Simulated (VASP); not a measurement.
# BeH4 in VASP: a series of runs

BeH4 is run at these levels: PBE; tasks: single point.

All numbers are computed with VASP 6.6.1; they aren't measurements. Logs are shortened: lines on timing, memory, paths and dates and some standing lists are left out, and cuts for length are marked.

**1. The cell of the first run**

The typed cell holds 10 atoms: a = 3.679 Å, b = 3.679 Å, c = 3.615 Å, α = 90.00°, β = 90.00°, γ = 90.00°.

**2. Single point, PBE**

INCAR

```
PREC = Accurate
ENCUT = 520
EDIFF = 1E-7
ISMEAR = 0
SIGMA = 0.1
LREAL = F
LASPH = T
NELM = 100
ALGO = Normal
ISIF = 2
LWAVE = F
LCHARG = T
GGA = PE
LELF = T
LVHAR = T
NBANDS = 17
```

KPOINTS

```
regular mesh
0
Gamma
  4 4 4
```

POSCAR

```
BeH4
1.0
    3.6791889023      0.0000000000      0.0000000000
    0.0000000000      3.6791889023      0.0000000000
    0.0000000000      0.0000000000      3.6145111527
Be H
2 8
Direct
    0.5000000000      0.5000000000      0.5000000000
    0.0000000000      0.0000000000      0.0000000000
    0.7502896480      0.2503272349      0.7500318748
    0.7503272349      0.2502896480      0.2500318748
    0.2496727651      0.7497103520      0.2500318748
    0.7496727651      0.7502896480      0.2499681252
    0.2502896480      0.2496727651      0.7499681252
    0.7497103520      0.7503272349      0.7499681252
    0.2497103520      0.7496727651      0.7500318748
    0.2503272349      0.2497103520      0.2499681252
```

Potentials or basis: VASP PAW PBE potentials, release 64 (Be, H).

Started as:

```sh
$ cat potpaw_PBE.64/Be/POTCAR potpaw_PBE.64/H/POTCAR > POTCAR
$ mpirun -np 1 vasp_std > vasp.out
```

OUTCAR:

```text
PREC = Accurate
   ENCUT = 520
   EDIFF = 1E-7
   ISMEAR = 0
   LREAL = F
   LASPH = T
   NELM = 100
   ISIF = 2
   GGA = PE

 ion  position               nearest neighbor table
   1  0.500  0.500  0.500-   3 1.58   6 1.58   9 1.58  10 1.58   7 1.58   8 1.58   5 1.58   4 1.58

   2  0.000  0.000  0.000-   4 1.58   5 1.58   7 1.58   8 1.58   3 1.58   6 1.58   9 1.58  10 1.58

   3  0.750  0.250  0.750-   1 1.58   2 1.58
   4  0.750  0.250  0.250-   2 1.58   1 1.58
   5  0.250  0.750  0.250-   2 1.58   1 1.58
   6  0.750  0.750  0.250-   1 1.58   2 1.58
   7  0.250  0.250  0.750-   2 1.58   1 1.58
   8  0.750  0.750  0.750-   2 1.58   1 1.58
   9  0.250  0.750  0.750-   1 1.58   2 1.58
  10  0.250  0.250  0.250-   1 1.58   2 1.58

  LATTYP: Found a simple tetragonal cell.
 ALAT       =     3.6791889023
 C/A-ratio  =     0.9824206500

  Lattice vectors:

 A1 = (   3.6791889023,   0.0000000000,   0.0000000000)
 A2 = (   0.0000000000,   3.6791889023,   0.0000000000)
 A3 = (   0.0000000000,   0.0000000000,   3.6145111527)

Analysis of symmetry for initial positions (statically):
=====================================================================
 Subroutine PRICEL returns:
 Original cell was already a primitive cell.

 Routine SETGRP: Setting up the symmetry group for a
 simple tetragonal supercell.

 Subroutine GETGRP returns: Found  8 space group operations
 (whereof  4 operations were pure point group operations)
 out of a pool of 16 trial point group operations.

The static configuration has the point symmetry S_4 .
 The point group associated with its full space group is D_2d.

Analysis of symmetry for dynamics (positions and initial velocities):
=====================================================================
 Subroutine PRICEL returns:
 Original cell was already a primitive cell.

 Routine SETGRP: Setting up the symmetry group for a
 simple tetragonal supercell.

 Subroutine GETGRP returns: Found  8 space group operations
 (whereof  4 operations were pure point group operations)
 out of a pool of 16 trial point group operations.

The dynamic configuration has the point symmetry S_4 .
 The point group associated with its full space group is D_2d.

 Subroutine INISYM returns: Found  8 space group operations
 (whereof  4 operations are pure point group operations),
 and found     1 'primitive' translations

----------------------------------------------------------------------------------------

                                     Primitive cell

  volume of cell :      48.9276

  direct lattice vectors                    reciprocal lattice vectors
     3.679188902  0.000000000  0.000000000     0.271799037  0.000000000  0.000000000
     0.000000000  3.679188902  0.000000000     0.000000000  0.271799037  0.000000000
     0.000000000  0.000000000  3.614511153     0.000000000  0.000000000  0.276662585

  length of vectors
     3.679188902  3.679188902  3.614511153     0.271799037  0.271799037  0.276662585

  position of ions in fractional coordinates (direct lattice)
     0.500000000  0.500000000  0.500000000
     0.000000000  0.000000000  0.000000000
     0.750289648  0.250327235  0.750031875
     0.750327235  0.250289648  0.250031875
     0.249672765  0.749710352  0.250031875
     0.749672765  0.750289648  0.249968125
     0.250289648  0.249672765  0.749968125
     0.749710352  0.750327235  0.749968125
     0.249710352  0.749672765  0.750031875
     0.250327235  0.249710352  0.249968125

  ion indices of the primitive-cell ions
   primitive index   ion index
                 1           1
                 2           2
                 3           3
                 4           4
                 5           5
                 6           6
                 7           7
                 8           8
                 9           9
                10          10

----------------------------------------------------------------------------------------

 KPOINTS: regular mesh

Automatic generation of k-mesh.
 Grid dimensions read from file:
 generate k-points for:    4    4    4

 Generating k-lattice:

  Cartesian coordinates                     Fractional coordinates (reciprocal lattice)
     0.067949759  0.000000000  0.000000000     0.250000000  0.000000000  0.000000000
     0.000000000  0.067949759  0.000000000     0.000000000  0.250000000  0.000000000
     0.000000000  0.000000000  0.069165646     0.000000000  0.000000000  0.250000000

  Length of vectors
     0.067949759  0.067949759  0.069165646

  Shift w.r.t. Gamma in fractional coordinates (k-lattice)
     0.000000000  0.000000000  0.000000000

 Subroutine IBZKPT returns following result:
 ===========================================

 Found     18 irreducible k-points:

 Following reciprocal coordinates:
            Coordinates               Weight
  0.000000  0.000000  0.000000      1.000000
  0.250000  0.000000  0.000000      4.000000
  0.500000  0.000000  0.000000      2.000000
  0.250000  0.250000  0.000000      4.000000
  0.500000  0.250000  0.000000      4.000000
  0.500000  0.500000  0.000000      1.000000
[... 10 lines left out ...]
  0.500000  0.250000  0.500000      4.000000
  0.500000  0.500000  0.500000      1.000000
   k-points           NKPTS =     18   k-points in BZ     NKDIM =     18   number of bands    NBANDS=     17
   number of dos      NEDOS =    301   number of ions     NIONS =     10
   total plane-waves  NPLWV =  21952
   dimension x,y,z NGX =    28 NGY =   28 NGZ =   28
   dimension x,y,z NGXF=    56 NGYF=   56 NGZF=   56
   ions per type =               2   8
   NGX,Y,Z   is equivalent  to a cutoff of  12.65, 12.65, 12.88 a.u.
   NGXF,Y,Z  is equivalent  to a cutoff of  25.30, 25.30, 25.76 a.u.
 SYSTEM =  unknown system
   PREC   = accura    normal or accurate (medium, high low for compatibility)
   ISTART =      0    job   : 0-new  1-cont  2-samecut
   ICHARG =      2    charge: 1-file 2-atom 10-const
   ISPIN  =      1    spin polarized calculation?
   LNONCOLLINEAR =      F non collinear calculations
   LSORBIT =      F    spin-orbit coupling
   LASPH  =      T    aspherical Exc in radial PAW
   ENCUT  =  520.0 eV  38.22 Ry    6.18 a.u.   6.84  6.84  6.72*2*pi/ulx,y,z
   NELM   =    100;   NELMIN=  2; NELMDL= -5     # of ELM steps
   EDIFF  = 0.1E-06   stopping-criterion for ELM
   LREAL  =      F    real-space projection
   EDIFFG = 0.1E-05   stopping-criterion for IOM
   NSW    =      0    number of steps for IOM
   IBRION =     -1    ionic relax: 0-MD 1-quasi-New 2-CG
   NFREE  =      0    steps in history (QN), initial steepest desc. (CG)
   ISIF   =      2    stress and relaxation
   ISYM   =      2    0-nonsym 1-usesym 2-fastsym
   POTIM  = 0.5000    time-step for ionic-motion
   TEBEG  =    0.0;   TEEND  =   0.0 temperature during run
   PSTRESS=    0.0 pullay stress
   NELECT =      12.0000    total number of electrons
   NUPDOWN=      -1.0000    fix difference up-down
   EMIN   =  10.00;   EMAX   =-10.00  energy-range for DOS
   EFERMI =   0.00;   METHOD = LEGACY
   ISMEAR =     0;   SIGMA  =   0.10  broadening in eV -4-tet -1-fermi 0-gaus
   EFERMI_NEDOS =   21; number of points for ismear=-14 and -15
   IALGO  =     38    algorithm
   IMIX   =      4    mixing-type and parameters
     AMIX     =   0.40;   BMIX     =  1.00
     AMIX_MAG =   1.60;   BMIX_MAG =  1.00
  volume/ion in A,a.u.               =       4.89        33.02
  Fermi-wavevector in a.u.,A,eV,Ry     =   1.024749  1.936494 14.287610  1.050110
  Thomas-Fermi vector in A             =   2.158552
   LORBIT       =      0    0 simple, 1 ext, 2 COOP (PROOUT), +10 PAW based schemes
   GGA     = PE    functional components
   LHFCALC =     F    Hartree Fock is set to
   AEXX    =    0.0000 exact exchange contribution
   IVDW    =     0    specifies the selected vdW correction
   LEPSILON=     F    determine dielectric tensor
   LRPA    =     F    only Hartree local field effects (RPA)
 non-spin polarized calculation
 Gauss-broadening in eV      SIGMA  =   0.10
  energy-cutoff  :      520.00
  volume of cell :       48.93
 maximum number of plane-waves:      1341
 NGX is ok and might be reduce to    28

 number of electron      11.9999999 magnetization

 Free energy of the ion-electron system (eV)
  ---------------------------------------------------
  ext. energy  EPLUGINS =         0.00000000
  ---------------------------------------------------
  free energy    TOTEN  =       -28.88304706 eV

  energy without entropy =      -28.87443929  energy(sigma->0) =      -28.87874318

 E-fermi :   1.8647     XC(G=0):  -9.7641

 val. band max:        1.8506358486   @ k =   0.2500   0.0000   0.0000
 cond. band min:       1.9218601572   @ k =   0.2500   0.0000   0.2500
 fundamental gap:      0.0712243086
 Fermi energy:         1.8646992344

 k-point     1 :       0.0000    0.0000    0.0000
  band No.  band energies     occupation
      1     -10.0184      2.00000
      2      -3.4529      2.00000
      3      -3.4529      2.00000
      4      -3.0889      2.00000
      5       3.8398      0.00000
      6       4.2422      0.00000
[... 9 lines left out ...]
     16      16.4581      0.00000
     17      16.7580      0.00000

 k-point     2 :       0.2500    0.0000    0.0000
  band No.  band energies     occupation
      1      -9.4336      2.00000
      2      -5.1967      2.00000
      3      -2.8293      2.00000
      4      -2.4665      2.00000
      5       1.8506      1.15765
      6       2.2021      0.00000
[... 9 lines left out ...]
     16      17.4263      0.00000
     17      17.4403      0.00000

 k-point     3 :       0.5000    0.0000    0.0000
  band No.  band energies     occupation
      1      -7.7295      2.00000
      2      -7.7295      2.00000
      3      -0.9965      2.00000
      4      -0.9965      2.00000
      5      -0.6386      2.00000
      6      -0.6386      2.00000
[... 9 lines left out ...]
     16      13.8045      0.00000
     17      14.7710      0.00000

 k-point     4 :       0.2500    0.2500    0.0000
  band No.  band energies     occupation
      1      -8.8473      2.00000
      2      -4.6966      2.00000
      3      -4.4823      2.00000
      4      -1.8551      2.00000
      5      -0.1303      2.00000
      6       2.1554      0.00004
[... 9 lines left out ...]
     16      15.5069      0.00000
     17      15.5469      0.00000

 k-point     5 :       0.5000    0.2500    0.0000
  band No.  band energies     occupation
      1      -7.1392      2.00000
      2      -7.1392      2.00000
      3      -2.8101      2.00000
      4      -2.8101      2.00000
      5      -0.0868      2.00000
      6      -0.0868      2.00000
[... 9 lines left out ...]
     16      15.8145      0.00000
     17      16.2745      0.00000

 k-point     6 :       0.5000    0.5000    0.0000
  band No.  band energies     occupation
      1      -5.5876      2.00000
      2      -5.5876      2.00000
      3      -5.2164      2.00000
      4      -5.2164      2.00000
      5       0.9275      2.00000
      6       0.9275      2.00000
[... 9 lines left out ...]
     16      17.1720      0.00000
     17      17.3262      0.00000
[... 161 lines left out ...]
 k-point    15 :       0.5000    0.0000    0.5000
  band No.  band energies     occupation
      1      -5.4946      2.00000
      2      -5.4946      2.00000
      3      -5.1022      2.00000
      4      -5.1022      2.00000
      5       0.6791      2.00000
      6       0.6791      2.00000
[... 9 lines left out ...]
     16      17.2958      0.00000
     17      17.9012      0.00000

 k-point    16 :       0.2500    0.2500    0.5000
  band No.  band energies     occupation
      1      -6.4419      2.00000
      2      -6.4419      2.00000
      3      -2.1683      2.00000
      4      -2.1683      2.00000
      5      -2.0802      2.00000
      6      -2.0802      2.00000
[... 9 lines left out ...]
     16      15.1557      0.00000
     17      17.4722      0.00000

 k-point    17 :       0.5000    0.2500    0.5000
  band No.  band energies     occupation
      1      -4.8506      2.00000
      2      -4.8506      2.00000
      3      -4.5595      2.00000
      4      -4.5595      2.00000
      5      -0.7452      2.00000
      6      -0.7452      2.00000
[... 9 lines left out ...]
     16      18.0424      0.00000
     17      18.5835      0.00000

 k-point    18 :       0.5000    0.5000    0.5000
  band No.  band energies     occupation
      1      -3.0449      2.00000
      2      -3.0449      2.00000
      3      -2.9510      2.00000
      4      -2.9510      2.00000
      5      -2.9405      2.00000
      6      -2.9405      2.00000
[... 9 lines left out ...]
     16      18.7630      0.00000
     17      19.2047      0.00000

------------------------ aborting loop because EDIFF is reached ----------------------------------------

  FORCE on cell =-STRESS in cart. coord.  units (eV):
  Direction    XX          YY          ZZ          XY          YZ          ZX
  --------------------------------------------------------------------------------------
  -------------------------------------------------------------------------------------
  Total       -0.0282040     -0.0282040     -0.1479964      0.0000000      0.0000000      0.0000000
  in kB       -0.9235645     -0.9235645     -4.8462750      0.0000000      0.0000000      0.0000000
  external PRESSURE =      -2.2311346 kB  Pullay stress =       0.0000000 kB

 VOLUME and BASIS-vectors are now :
 -----------------------------------------------------------------------------
  energy-cutoff  :      520.00
  volume of cell :       48.93
      direct lattice vectors                 reciprocal lattice vectors
     3.679188902  0.000000000  0.000000000     0.271799037  0.000000000  0.000000000
     0.000000000  3.679188902  0.000000000     0.000000000  0.271799037  0.000000000
     0.000000000  0.000000000  3.614511153     0.000000000  0.000000000  0.276662585

 POSITION                                       TOTAL-FORCE (eV/Angst)
 -----------------------------------------------------------------------------------
      1.83959      1.83959      1.80726         0.000000      0.000000     -0.000000
      0.00000      0.00000      0.00000         0.000000      0.000000     -0.000000
      2.76046      0.92100      2.71100        -0.000960     -0.001412     -0.000207
      2.76060      0.92086      0.90374        -0.001412     -0.000960     -0.000207
      0.91859      2.75833      0.90374         0.001412      0.000960     -0.000207
      2.75819      2.76046      0.90351         0.001412     -0.000960      0.000207
      0.92086      0.91859      2.71077        -0.000960      0.001412      0.000207
      2.75833      2.76060      2.71077         0.000960     -0.001412      0.000207
      0.91873      2.75819      2.71100         0.000960      0.001412     -0.000207
      0.92100      0.91873      0.90351        -0.001412      0.000960      0.000207
 -----------------------------------------------------------------------------------
    total drift:                               -0.000000     -0.000000      0.000000

  FREE ENERGIE OF THE ION-ELECTRON SYSTEM (eV)
  ---------------------------------------------------
  free  energy   TOTEN  =       -28.8830470606 eV

  energy  without entropy=      -28.8744392915  energy(sigma->0) =      -28.87874318
```

Run time: 19 s. Hardware: 1 thread of Intel Xeon Platinum 8375C at 2.90GHz (Ice Lake), shared host; peak memory 0.15 GiB.

Results:

```yaml
Free_energy: -28.8830 eV
Pressure: -0.2 GPa
Band_gap_on_the_k_mesh: zero (band 6 reaches 4.24 eV, above the bottom of band 7 at -2.94 eV)
```

Stress tensor (GPa, compression positive):
```
-0.09  0.00  0.00
 0.00 -0.09  0.00
 0.00  0.00 -0.48
```

Levels at points of the mesh, in eV from the Fermi level:
```
           k point  band 2  band 3  band 4  band 5  band 6  band 7  band 8  band 9  band 10  band 11
(0.00, 0.00, 0.00)   -5.32   -5.32   -4.95    1.98    2.38    2.75    2.75    4.27     4.44     6.25
(0.50, 0.00, 0.00)   -9.59   -2.86   -2.86   -2.50   -2.50    3.86    3.86    4.93     4.93     7.16
(0.50, 0.50, 0.00)   -7.45   -7.08   -7.08   -0.94   -0.94    1.11    1.11    5.51     5.51     9.27
(0.00, 0.00, 0.50)   -9.49   -2.76   -2.76   -2.76   -2.76    3.78    3.78    4.68     4.68     7.13
(0.50, 0.00, 0.50)   -7.36   -6.97   -6.97   -1.19   -1.19    0.83    0.83    5.35     5.35     9.06
(0.50, 0.50, 0.50)   -4.91   -4.82   -4.82   -4.81   -4.81   -4.81   -4.81   13.39    13.39    13.53
```

Caveat: the k points lie up to 0.43 Å⁻¹ apart.

**3. Single point, PBE**

This run uses another cell than the first one: it holds 5 atoms, not 10.

INCAR

```
SYSTEM = BeH4
PREC     = Accurate       ! precision mode
ENCUT    = 520            ! plane-wave cutoff, eV
EDIFF    = 1E-7           ! SCF threshold, eV
ISMEAR   = 0              ! smearing method
SIGMA    = 0.1            ! smearing width, eV
LREAL    = .FALSE.        ! projectors in reciprocal space
LASPH    = .TRUE.         ! aspherical terms in the spheres
NELM     = 80             ! most SCF steps
ALGO     = Normal         ! electronic algorithm
ISIF     = 2              ! what is computed and relaxed
LWAVE    = .FALSE.        ! write WAVECAR
LCHARG   = .FALSE.        ! write CHGCAR
GGA      = PE             ! functional
NBANDS   = 11             ! bands
```

KPOINTS

```
regular mesh
0
G
  14 14 14
  0 0 0
```

POSCAR

```
BeH4
1.0
   -1.8290742536      1.8290742536      1.8290742536
    1.8290742536     -1.8290742536      1.8290742536
    1.8290742536      1.8290742536     -1.8290742536
Be H
1 4
Direct
    0.0000000000      0.0000000000      0.0000000000
    0.0000000000      0.5000000000      0.0000000000
    0.5000000000      0.0000000000      0.0000000000
    0.0000000000      0.0000000000      0.5000000000
    0.5000000000      0.5000000000      0.5000000000
```

Potentials or basis: VASP PAW PBE potentials, release 64 (Be, H).

Started as:

```sh
$ cat potpaw_PBE.64/Be/POTCAR potpaw_PBE.64/H/POTCAR > POTCAR
$ mpirun -np 1 vasp_std > vasp.out
```

Wall time 18 s (1 thread of Intel Xeon Platinum 8375C at 2.90GHz (Ice Lake), shared host); peak memory 0.15 GiB.

It converged, with:

```yaml
Free_energy: -14.4479 eV
Pressure: -0.2 GPa
Band_gap_on_the_k_mesh: zero (band 3 reaches 4.48 eV, above the bottom of band 4 at -2.17 eV)
```

Levels at points of the mesh, in eV from the Fermi level:
| k point | band 1 | band 2 | band 3 | band 4 | band 5 | band 6 | band 7 |
| --- | --- | --- | --- | --- | --- | --- | --- |
| (0.00, 0.00, 0.00) | -11.45 | 3.04 | 3.04 | 3.04 | 6.72 | 6.72 | 6.72 |
| (0.50, 0.00, 0.00) | -6.96 | -6.58 | -0.68 | 1.34 | 5.84 | 9.55 | 15.29 |
| (0.50, 0.50, 0.50) | -4.77 | -4.77 | -4.77 | 2.42 | 4.77 | 4.77 | 8.89 |

**4. Single point, PBE**

This run uses another cell than the first one: it holds 5 atoms, not 10.

INCAR

```
  PREC = Accurate
  ENCUT = 520
  EDIFF = 1E-6
  ISMEAR = 0
  SIGMA = 0.1
  LREAL = F
  LASPH = T
  NELM = 80
  ALGO = Normal
  ISIF = 2
  LWAVE = F
  LCHARG = F
  GGA = PE
  NBANDS = 11
```

KPOINTS

```
Automatic mesh
0
Gamma
  14 14 14
```

POSCAR is that of step 3.

Started as:

```sh
$ cat potpaw_PBE.64/Be/POTCAR potpaw_PBE.64/H/POTCAR > POTCAR
$ mpirun -np 1 vasp_std > vasp.out
```

Wall time 11 s (1 thread of Intel Xeon Platinum 8375C at 2.90GHz (Ice Lake), shared host); peak memory 0.15 GiB.

The run converged. Its results:

```
Free energy            : -14.4479 eV
Pressure               : -0.2 GPa
Band gap on the k mesh : zero (band 3 reaches 4.48 eV, above the bottom of band 4 at -2.17 eV)
```

Levels at points of the mesh, in eV from the Fermi level:
```tsv
k point	band 1	band 2	band 3	band 4	band 5	band 6	band 7
(0.00, 0.00, 0.00)	-11.45	3.04	3.04	3.04	6.72	6.72	6.72
(0.50, 0.00, 0.00)	-6.96	-6.58	-0.68	1.34	5.84	9.55	15.29
(0.50, 0.50, 0.50)	-4.77	-4.77	-4.77	2.42	4.77	4.77	8.89
```
